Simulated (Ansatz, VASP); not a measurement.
# One calculation of F, two programs

Contents of INCAR:

```
SYSTEM = F
PREC     = Accurate       ! precision mode
ENCUT    = 520            ! plane-wave cutoff, eV
EDIFF    = 1E-6           ! SCF threshold, eV
ISMEAR   = 0              ! smearing method
SIGMA    = 0.05           ! smearing width, eV
LREAL    = .False.        ! projectors in reciprocal space
LASPH    = .True.         ! aspherical terms in the spheres
NELM     = 80             ! most SCF steps
ALGO     = Normal         ! electronic algorithm
ISIF     = 2              ! what is computed and relaxed
LWAVE    = .False.        ! write WAVECAR
LCHARG   = .True.         ! write CHGCAR
GGA      = PE             ! functional
IVDW     = 12             ! dispersion correction
LELF     = .True.         ! ELF
LVHAR    = .True.       
NBANDS   = 22             ! bands
```

File KPOINTS:

```
Automatic mesh
0
Gamma
  8 8 4
  0 0 0
```

The input POSCAR:

```
F
1.0
    2.8842533660     -1.7969188145      0.3043837209
    2.8842533660      1.7969188145      0.3043837209
   -0.8411438218      0.0000000000      6.7681837760
F
4
Direct
    0.9138648456      0.5855481450      0.0939279973
    0.4144518550      0.0861351544      0.4060720027
    0.0861351544      0.4144518550      0.9060720027
    0.5855481450      0.9138648456      0.5939279973
```

Input for Ansatz:

```yaml
crystal:
  lattice:
    - [2.884253366, -1.7969188145, 0.3043837209]
    - [2.884253366, 1.7969188145, 0.3043837209]
    - [-0.8411438218, 0.0, 6.768183776]
  atoms:
    - { symbol: F, position: [0.9138648456, 0.585548145, 0.0939279973] }
    - { symbol: F, position: [0.414451855, 0.0861351544, 0.4060720027] }
    - { symbol: F, position: [0.0861351544, 0.414451855, 0.9060720027] }
    - { symbol: F, position: [0.585548145, 0.9138648456, 0.5939279973] }
basis:
  ecutwfc: 520.0
kpoints:
  mp_grid: { grid: [8, 8, 4] }
hamiltonian:
  xc: pbe
  dispersion: d3bj
scf:
  occupations: { method: gaussian, width: 0.05 }
output:
  forces: true
  stress: true
  eigenvalues: true
  write_density: true
  write_potential: true
  elf: true
  volumetric_format: npy
```

Change from the starting cell: volume 17.769 Å^3 an atom, stretch along a over the lengths across it, relative to the relaxed cell 1.0202.

Alike in both runs: task single point; functional PBE; dispersion D3(BJ); k mesh 8 × 8 × 4; occupations gaussian, width 0.05 eV; no spin polarisation.

```csv
,VASP,Ansatz
version,VASP 6.6.1,Ansatz 0.2.0
potentials or method,"VASP PAW PBE potentials, release 64 (F), cutoff 520 eV","scalar-relativistic, plane waves, PAW"
valence electrons in the cell,28,28
```

VASP gave:

| Item | Value |
| --- | --- |
| gap on the k mesh at the Fermi level (eV) | 2.92 |
| least direct gap on the mesh (eV) | 2.92 |
| pressure (GPa) | -0.1 |
| traceless stress, the component that is largest in VASP (GPa) | 0.65 |
| rms of the force components (eV/Å) | 0.122 |

Problem. Estimate Ansatz's values.

Solution. gap on the k mesh at the Fermi level (eV): 2.99; least direct gap on the mesh (eV): 2.99; pressure (GPa): -0.4; traceless stress, the component that is largest in VASP (GPa): -0.46; rms of the force components (eV/Å): 0.088.

Atom by atom the forces differ by 0.210 eV/Å (rms over components). One of these differences is far larger than is usual between the two programs; its cause wasn't traced.
